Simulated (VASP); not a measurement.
# Fe (Fmmm) in VASP: settings compared

The runs below take Fe through relaxation of cell and atoms, single point, with PBEsol+D3(BJ), RPBE, LDA, PBEsol.

All numbers are computed with VASP 6.6.1; they aren't measurements. Logs are shortened: lines on timing, memory, paths and dates and some standing lists are left out, and cuts for length are marked.

### 1 The cell of the first run

Symmetry: Fmmm, No. 69, orthorhombic system. Conventional cell: a = 2.997 Å, b = 3.883 Å, c = 3.930 Å, α = 90.00°, β = 90.00°, γ = 90.00°. Within 3.2 Å of Fe (site symmetry mmm) lie 14 Fe at 2.45 to 3.00 Å.

### 2 Relaxation of cell and atoms, PBEsol+D3(BJ), collinear spin, ferromagnetic start

INCAR

```
SYSTEM = Fe
ALGO     = Normal         ! electronic algorithm
EDIFF    = 1E-6           ! SCF threshold, eV
EDIFFG   = -0.01          ! ionic threshold
ENCUT    = 600            ! plane-wave cutoff, eV
GGA      = PS             ! functional
IBRION   = 2              ! ionic algorithm
ISIF     = 3              ! what is computed and relaxed
ISMEAR   = -1             ! smearing method
ISPIN    = 2              ! spin polarisation
IVDW     = 12             ! dispersion correction
LASPH    = .TRUE.         ! aspherical terms in the spheres
LCHARG   = .FALSE.        ! write CHGCAR
LMAXMIX  = 4              ! l up to which the mixer works
LORBIT   = 11             ! projections on sites
LREAL    = .FALSE.        ! projectors in reciprocal space
LWAVE    = .FALSE.        ! write WAVECAR
MAGMOM   = 3              ! initial moments
NELM     = 150            ! most SCF steps
NSW      = 60             ! ionic steps
PREC     = Accurate       ! precision mode
SIGMA    = 0.05           ! smearing width, eV
```

KPOINTS

```
k-points
0
G
  13 13 13
  0 0 0
```

POSCAR

```
Fe
1.0
    0.0000000000      1.9417396906      1.9651051623
    1.4984397099      0.0000000000      1.9651051623
    1.4984397099      1.9417396906      0.0000000000
Fe
1
Direct
    0.0000000000      0.0000000000      0.0000000000
```

Potentials or basis: VASP PAW PBE potentials, release 64 (Fe).

Command:

```console
> cat potpaw_PBE.64/Fe/POTCAR > POTCAR
> mpirun -np 1 vasp_std > vasp.out
```

OUTCAR:

```text
SYSTEM = Fe
   EDIFF = 1E-6
   EDIFFG = -0.01
   ENCUT = 600
   GGA = PS
   IBRION = 2
   ISIF = 3
   ISMEAR = -1
   ISPIN = 2
   IVDW = 12
   LASPH = .TRUE.
   LORBIT = 11
   LREAL = .FALSE.
   NELM = 150
   NSW = 60
   PREC = Accurate
 IVDW          = 12

 ion  position               nearest neighbor table
   1  0.000  0.000  0.000-

  LATTYP: Found a face centered orthorhombic cell.
 ALAT       =     2.9968794198
 B/A-ratio  =     1.2958410524
 C/A-ratio  =     1.3114342535

  Lattice vectors:

 A1 = (   0.0000000000,   1.9417396906,   1.9651051623)
 A2 = (   1.4984397099,   0.0000000000,   1.9651051623)
 A3 = (   1.4984397099,   1.9417396906,   0.0000000000)

Analysis of symmetry for initial positions (statically):
=====================================================================
 Subroutine PRICEL returns:
 Original cell was already a primitive cell.

 Routine SETGRP: Setting up the symmetry group for a
 face centered orthorhombic supercell.

 Subroutine GETGRP returns: Found  8 space group operations
 (whereof  8 operations were pure point group operations)
 out of a pool of  8 trial point group operations.

The static configuration has the point symmetry D_2h.

Analysis of symmetry for dynamics (positions and initial velocities):
=====================================================================
 Subroutine PRICEL returns:
 Original cell was already a primitive cell.

 Routine SETGRP: Setting up the symmetry group for a
 face centered orthorhombic supercell.

 Subroutine GETGRP returns: Found  8 space group operations
 (whereof  8 operations were pure point group operations)
 out of a pool of  8 trial point group operations.

The dynamic configuration has the point symmetry D_2h.

Analysis of structural, dynamic, and magnetic symmetry:
=====================================================================
 Subroutine PRICEL returns:
 Original cell was already a primitive cell.

 Routine SETGRP: Setting up the symmetry group for a
 face centered orthorhombic supercell.

 Subroutine GETGRP returns: Found  8 space group operations
 (whereof  8 operations were pure point group operations)
 out of a pool of  8 trial point group operations.

The overall configuration has the point symmetry D_2h.

 Subroutine INISYM returns: Found  8 space group operations
 (whereof  8 operations are pure point group operations),
 and found     1 'primitive' translations

----------------------------------------------------------------------------------------

                                     Primitive cell

  volume of cell :      11.4353

[... 108 lines left out ...]
  Fermi-wavevector in a.u.,A,eV,Ry     =   1.453303  2.746344 28.736719  2.112089
  Thomas-Fermi vector in A             =   2.570585
   LORBIT       =     11    0 simple, 1 ext, 2 COOP (PROOUT), +10 PAW based schemes
   GGA     = PS    functional components
   LHFCALC =     F    Hartree Fock is set to
   AEXX    =    0.0000 exact exchange contribution
   IVDW    =    12    specifies the selected vdW correction
   LEPSILON=     F    determine dielectric tensor
   LRPA    =     F    only Hartree local field effects (RPA)
 conjugate gradient relaxation of ions
 spin polarized calculation
  energy-cutoff  :      600.00
  volume of cell :       11.44
 maximum number of plane-waves:       396
 NGX is ok and might be reduce to    24
   NGX = 11   NGY =  9   NGZ =  9

--------------------------------------- Ionic step        1  -------------------------------------------

 number of electron       7.9999998 magnetization       2.2002740

 Free energy of the ion-electron system (eV)
  ---------------------------------------------------
  ext. energy  EPLUGINS =         0.00000000
  ---------------------------------------------------
  free energy    TOTEN  =        -8.88035246 eV

  energy without entropy =       -8.87077479  energy(sigma->0) =       -8.87556362

------------------------ aborting loop because EDIFF is reached ----------------------------------------

 Edisp (eV)   -0.32970

 E8    (eV) :    -0.2209
[... 102 lines left out ...]
  FREE ENERGIE OF THE ION-ELECTRON SYSTEM (eV)
  ---------------------------------------------------
  free  energy   TOTEN  =        -9.2608037599 eV

  energy  without entropy=       -9.2530723687  energy(sigma->0) =       -9.25693806

[... ionic steps 4 to 10 ...]

--------------------------------------- Ionic step       11  -------------------------------------------

 number of electron       8.0000000 magnetization       2.0319648

------------------------ aborting loop because EDIFF is reached ----------------------------------------
[... 73 lines left out ...]
--------------------------------------- Ionic step       13  -------------------------------------------

 number of electron       8.0000000 magnetization       2.0319684

 Free energy of the ion-electron system (eV)
  ---------------------------------------------------
  ext. energy  EPLUGINS =         0.00000000
  ---------------------------------------------------
  free energy    TOTEN  =        -8.91804631 eV

  energy without entropy =       -8.90972097  energy(sigma->0) =       -8.91388364

 E-fermi :   6.5413     XC(G=0): -13.7096

 val. band max:        6.5308287546   @ k =  -0.4615   0.0769   0.3846
 cond. band min:       6.5479054493   @ k =  -0.1538   0.1538   0.1538
 fundamental gap:      0.0170766947
 Fermi energy:         6.5413324951

 spin component 1

 k-point     1 :       0.0000    0.0000    0.0000
  band No.  band energies     occupation
      1      -2.4994      1.00000
      2       4.0247      1.00000
      3       4.0280      1.00000
      4       4.0348      1.00000
      5       5.4390      1.00000
      6       5.4473      1.00000
      7      32.1073      0.00000
      8      32.1349      0.00000
      9      32.1462      0.00000
     10      37.7265      0.00000
[... 287 lines left out ...]
 k-point    24 :       0.4615    0.1538   -0.0000
  band No.  band energies     occupation
      1       1.6001      1.00000
      2       2.9738      1.00000
      3       3.9723      1.00000
      4       5.3754      1.00000
      5       5.8836      1.00000
      6       8.0470      0.00000
      7      17.4785      0.00000
      8      22.3105      0.00000
      9      27.4490      0.00000
     10      33.0793      0.00000

 [... further k-points ...]

 spin component 2

 k-point     1 :       0.0000    0.0000    0.0000
  band No.  band energies     occupation
      1      -2.2381      1.00000
      2       5.7822      1.00000
      3       5.7867      1.00000
      4       5.7954      1.00000
      5       7.9515      0.00000
      6       7.9640      0.00000
      7      32.0408      0.00000
      8      32.0687      0.00000
      9      32.0802      0.00000
     10      38.0577      0.00000
[... 331 lines left out ...]
  FREE ENERGIE OF THE ION-ELECTRON SYSTEM (eV)
  ---------------------------------------------------
  free  energy   TOTEN  =        -9.2757918542 eV

  energy  without entropy=       -9.2674665198  energy(sigma->0) =       -9.27162919

 reached required accuracy - stopping structural energy minimisation

 total charge

# of ion       s       p       d       tot
------------------------------------------
    1        0.523   0.614   6.304   7.441

 magnetization (x)

# of ion       s       p       d       tot
------------------------------------------
    1       -0.013  -0.051   2.074   2.011
```

Run time: 11 min. Hardware: 1 thread of Intel Xeon 8259CL, shared host; peak memory 0.24 GiB.

What came out:

* Free energy: -9.2758 eV
* Relaxed volume: 10.54 Å³/atom
* Relaxed cell: a = 2.761 Å, b = 2.393 Å, c = 2.392 Å, α = 70.49°, β = 54.76°, γ = 54.74°
* Space group after relaxing (to 0.1 Å): Im-3m (No. 229)
* Energy gained by relaxing: 65.7 meV/atom
* Ionic steps: 13
* Pressure after relaxing: 0.0 GPa
* Band gap on the k mesh: zero (filled and empty bands overlap)
* Net moment: 2.03 μB per cell
* Site moments: Fe +2.01 μB
* Valence electrons inside the program's atomic spheres: Fe 7.44
* Dispersion energy per atom: -0.358 eV

Stress tensor (GPa, compression positive):
```
-0.10  0.00  0.00
 0.00  0.11  0.00
 0.00  0.00 -0.07
```

Step by step:
```tsv
step	energy change (eV)	largest force (eV/Å)	pressure (GPa)	volume (Å³)
1	0.0000	0.0000	-15.02	11.44
2	-0.0015	0.0000	23.56	9.75
3	-0.0508	0.0000	0.98	10.52
4	-0.0615	0.0000	1.23	10.49
5	-0.0650	0.0000	1.75	10.47
6	-0.0651	0.0000	1.92	10.46
7	-0.0646	0.0000	-2.73	10.67
8	-0.0657	0.0000	-0.13	10.55
9	-0.0657	0.0000	-0.24	10.55
10	-0.0657	0.0000	-0.06	10.54
11	-0.0657	0.0000	-0.07	10.54
12	-0.0657	0.0000	-0.09	10.54
13	-0.0657	0.0000	-0.02	10.54
```

Final structure:
```
Fe
1.0
     0.00000    1.95225    1.95297
     1.38260    0.00000    1.95297
     1.38260    1.95225    0.00000
Fe
1
Direct
  0.00000 0.00000 0.00000
```

Levels at points of the mesh, in eV from the Fermi level:
Spin up:
```
           k point  band 2  band 3  band 4  band 5  band 6  band 7  band 8  band 9
(0.00, 0.00, 0.00)   -2.52   -2.51   -2.51   -1.10   -1.09   25.57   25.59   25.60
```
Spin down:
| k point | band 1 | band 2 | band 3 | band 4 | band 5 | band 6 | band 7 | band 8 |
| --- | --- | --- | --- | --- | --- | --- | --- | --- |
| (0.00, 0.00, 0.00) | -8.78 | -0.76 | -0.75 | -0.75 | 1.41 | 1.42 | 25.50 | 25.53 |

Caveat: the PAW data sets were made with another functional, which shifts forces and pressure a little.

### 3 Single point, RPBE, collinear spin, ferromagnetic start

INCAR

```
PREC = Accurate
ENCUT = 520
EDIFF = 1E-6
ISMEAR = -1
SIGMA = 0.05
LREAL = F
LASPH = T
NELM = 150
ALGO = Normal
ISIF = 2
LWAVE = F
LCHARG = F
ISPIN = 2
MAGMOM = 3
LORBIT = 11
LMAXMIX = 4
GGA = RP
NBANDS = 14
```

KPOINTS

```
regular mesh
0
Gamma
  13 13 13
```

POSCAR is that of step 2.

Potentials or basis: VASP PAW PBE potentials, release 64 (Fe).

Command:

```console
> cat potpaw_PBE.64/Fe/POTCAR > POTCAR
> mpirun -np 1 vasp_std > vasp.out
```

OUTCAR:

```text
PREC = Accurate
   ENCUT = 520
   EDIFF = 1E-6
   ISMEAR = -1
   LREAL = F
   LASPH = T
   NELM = 150
   ISIF = 2
   ISPIN = 2
   LORBIT = 11
   GGA = RP

 ion  position               nearest neighbor table
   1  0.000  0.000  0.000-

  LATTYP: Found a face centered orthorhombic cell.
 ALAT       =     2.9968794198
 B/A-ratio  =     1.2958410524
 C/A-ratio  =     1.3114342535

  Lattice vectors:

 A1 = (   0.0000000000,   1.9417396906,   1.9651051623)
 A2 = (   1.4984397099,   0.0000000000,   1.9651051623)
 A3 = (   1.4984397099,   1.9417396906,   0.0000000000)

Analysis of symmetry for initial positions (statically):
=====================================================================
 Subroutine PRICEL returns:
 Original cell was already a primitive cell.

 Routine SETGRP: Setting up the symmetry group for a
 face centered orthorhombic supercell.

 Subroutine GETGRP returns: Found  8 space group operations
 (whereof  8 operations were pure point group operations)
 out of a pool of  8 trial point group operations.

The static configuration has the point symmetry D_2h.

Analysis of symmetry for dynamics (positions and initial velocities):
=====================================================================
 Subroutine PRICEL returns:
[... 600 lines left out ...]
      9      31.2366      0.00000
     10      35.6976      0.00000
     11      36.4150      0.00000
     12      37.8998      0.00000
     13      37.9036      0.00000
     14      37.9872      0.00000
[... 379 lines left out ...]
      3       4.8695      1.00000
      4       7.1330      0.00000
      5       8.0493      0.00000
      6       9.0223      0.00000
      7      16.6291      0.00000
      8      22.0061      0.00000
      9      26.6504      0.00000
     10      31.9082      0.00000
     11      35.4127      0.00000
     12      38.9940      0.00000
     13      44.9241      0.00000
     14      47.0838      0.00000

 [... further k-points ...]
[... 5 lines left out ...]
  --------------------------------------------------------------------------------------
  -------------------------------------------------------------------------------------
  Total        0.0309654      0.6010071      0.4934910     -0.0000000      0.0000000      0.0000000
  in kB        4.3385176     84.2062031     69.1422918     -0.0000000      0.0000000      0.0000000
  external PRESSURE =      52.5623375 kB  Pullay stress =       0.0000000 kB

 VOLUME and BASIS-vectors are now :
 -----------------------------------------------------------------------------
  energy-cutoff  :      520.00
  volume of cell :       11.44
      direct lattice vectors                 reciprocal lattice vectors
     0.000000000  1.941739691  1.965105162    -0.333680426  0.257501045  0.254439309
     1.498439710  0.000000000  1.965105162     0.333680426 -0.257501045  0.254439309
     1.498439710  1.941739691  0.000000000     0.333680426  0.257501045 -0.254439309

 POSITION                                       TOTAL-FORCE (eV/Angst)
 -----------------------------------------------------------------------------------
      0.00000      0.00000      0.00000        -0.000000      0.000000      0.000000
 -----------------------------------------------------------------------------------
    total drift:                                0.000000     -0.000000     -0.000000

  FREE ENERGIE OF THE ION-ELECTRON SYSTEM (eV)
  ---------------------------------------------------
  free  energy   TOTEN  =        -7.7384298497 eV

  energy  without entropy=       -7.7290427360  energy(sigma->0) =       -7.73373629

 total charge

# of ion       s       p       d       tot
------------------------------------------
    1        0.484   0.535   6.231   7.250

 magnetization (x)

# of ion       s       p       d       tot
------------------------------------------
    1       -0.017  -0.062   2.315   2.237
```

OSZICAR:

```text
N       E                     dE             d eps       ncg     rms          rms(c)
DAV:   1     0.223806210059E+02    0.22381E+02   -0.38160E+03 21040   0.698E+02
DAV:   2    -0.758774676838E+01   -0.29968E+02   -0.27428E+02 21050   0.128E+02
DAV:   3    -0.849472292565E+01   -0.90698E+00   -0.90026E+00 23198   0.231E+01
DAV:   4    -0.849770463445E+01   -0.29817E-02   -0.29814E-02 22310   0.120E+00
DAV:   5    -0.849771867223E+01   -0.14038E-04   -0.14038E-04 23390   0.846E-02    0.111E+01
DAV:   6    -0.780591266386E+01    0.69181E+00   -0.94729E+00 24332   0.353E+01    0.539E+00
DAV:   7    -0.775016290080E+01    0.55750E-01   -0.56087E-01 23714   0.827E+00    0.324E+00
DAV:   8    -0.774418617853E+01    0.59767E-02   -0.85267E-03 23210   0.535E-01    0.151E+00
DAV:   9    -0.773829711655E+01    0.58891E-02   -0.86158E-03 26162   0.497E-01    0.327E-01
DAV:  10    -0.773838717446E+01   -0.90058E-04   -0.10530E-03 22994   0.330E-01    0.104E-01
DAV:  11    -0.773843187012E+01   -0.44696E-04   -0.29222E-04 22864   0.138E-01    0.430E-02
DAV:  12    -0.773842943809E+01    0.24320E-05   -0.66159E-06 22754   0.262E-02    0.165E-02
DAV:  13    -0.773842984973E+01   -0.41164E-06   -0.18810E-06 16134   0.118E-02
   1 F= -.77384298E+01 E0= -.77337363E+01  d E =-.938711E-02  mag=     2.2349
```

It took 1.9 min on 1 thread of Intel Xeon 8259CL, shared host; peak memory 0.2 GiB.

Results:

```yaml
Free_energy: -7.7384 eV
Pressure: 5.3 GPa
Net_moment: 2.24 μB per cell
Site_moments: Fe +2.24 μB
Valence_electrons_inside_the_program's_atomic_spheres: Fe 7.25
```

Levels at points of the mesh, in eV from the Fermi level:
Spin up:
```csv
k point,band 1,band 2,band 3,band 4,band 5,band 6,band 7,band 8,band 9,band 10
"(0.00, 0.00, 0.00)",-8.38,-2.47,-2.38,-2.07,-1.37,-0.98,23.85,25.34,25.60,29.52
```
Spin down:
| k point | band 1 | band 2 | band 3 | band 4 | band 5 | band 6 | band 7 |
| --- | --- | --- | --- | --- | --- | --- | --- |
| (0.00, 0.00, 0.00) | -8.27 | -0.56 | -0.40 | 0.10 | 1.37 | 1.99 | 23.48 |

Caveat: the stress differs along the axes, from 0 to 8 GPa; the PAW data sets were made with another functional, which shifts forces and pressure a little.

### 4 Relaxation of cell and atoms, LDA, collinear spin, ferromagnetic start

INCAR

```
ALGO     = Normal         # electronic algorithm
EDIFF    = 1E-6           # SCF threshold, eV
EDIFFG   = -0.01          # ionic threshold
ENCUT    = 600            # plane-wave cutoff, eV
IBRION   = 2              # ionic algorithm
ISIF     = 3              # what is computed and relaxed
ISMEAR   = -1             # smearing method
ISPIN    = 2              # spin polarisation
LASPH    = T              # aspherical terms in the spheres
LCHARG   = F              # write CHGCAR
LMAXMIX  = 4              # l up to which the mixer works
LORBIT   = 11             # projections on sites
LREAL    = F              # projectors in reciprocal space
LWAVE    = F              # write WAVECAR
MAGMOM   = 3              # initial moments
NELM     = 150            # most SCF steps
NSW      = 60             # ionic steps
PREC     = Accurate       # precision mode
SIGMA    = 0.05           # smearing width, eV
```

KPOINTS

```
k-points
0
Gamma
  13 13 13
```

POSCAR is that of step 3.

Potentials or basis: VASP PAW LDA potentials, release 64 (Fe).

Command:

```console
> cat potpaw_LDA.64/Fe/POTCAR > POTCAR
> mpirun -np 1 vasp_std > vasp.out
```

Run time: 8.3 min. Hardware: 1 thread of Intel Xeon 8259CL, shared host; peak memory 0.22 GiB.

Results (log left out):

```yaml
Free_energy: -9.2305 eV
Relaxed_volume: 10.38 Å³/atom
Relaxed_cell: a = 2.748 Å, b = 2.380 Å, c = 2.380 Å, α = 70.52°, β = 54.75°, γ = 54.73°
Space_group_after_relaxing_to_0.1_Å: Im-3m (No. 229)
Energy_gained_by_relaxing: 92.5 meV/atom
Ionic_steps: 10
Pressure_after_relaxing: 0.0 GPa
Band_gap_on_the_k_mesh: zero (filled and empty bands overlap)
Net_moment: 1.98 μB per cell
Site_moments: Fe +1.95 μB
Valence_electrons_inside_the_program's_atomic_spheres: Fe 7.48
```

Stress tensor (GPa, compression positive):
```
 0.04  0.00  0.00
 0.00  0.10  0.00
 0.00  0.00 -0.01
```

The path:
```
step  energy change (eV)  largest force (eV/Å)  pressure (GPa)  volume (Å³)
   1              0.0000                0.0000          -19.52        11.44
   2              0.0270                0.0000           35.89         9.28
   3             -0.0786                0.0000            0.41        10.36
   4             -0.0786                0.0000            0.88        10.33
   5             -0.0879                0.0000            1.13        10.33
   6             -0.0918                0.0000            1.51        10.32
   7             -0.0919                0.0000            1.52        10.32
   8             -0.0916                0.0000           -2.56        10.49
   9             -0.0924                0.0000           -0.31        10.39
  10             -0.0925                0.0000            0.05        10.38
```

Final structure:
```
Fe
1.0
     0.00000    1.94274    1.94358
     1.37437    0.00000    1.94358
     1.37437    1.94274    0.00000
Fe
1
Direct
  0.00000 0.00000 0.00000
```

Levels at points of the mesh, in eV from the Fermi level:
Spin up:
```csv
k point,band 3,band 4,band 5,band 6,band 7,band 8
"(0.00, 0.00, 0.00)",-2.57,-2.57,-1.01,-1.01,25.63,25.63
```
Spin down:
```
           k point  band 1  band 2  band 3  band 4  band 5  band 6  band 7
(0.00, 0.00, 0.00)   -8.79   -0.96   -0.96   -0.95    1.10    1.11   25.81
```

(Part 1 of 2 ends here.)
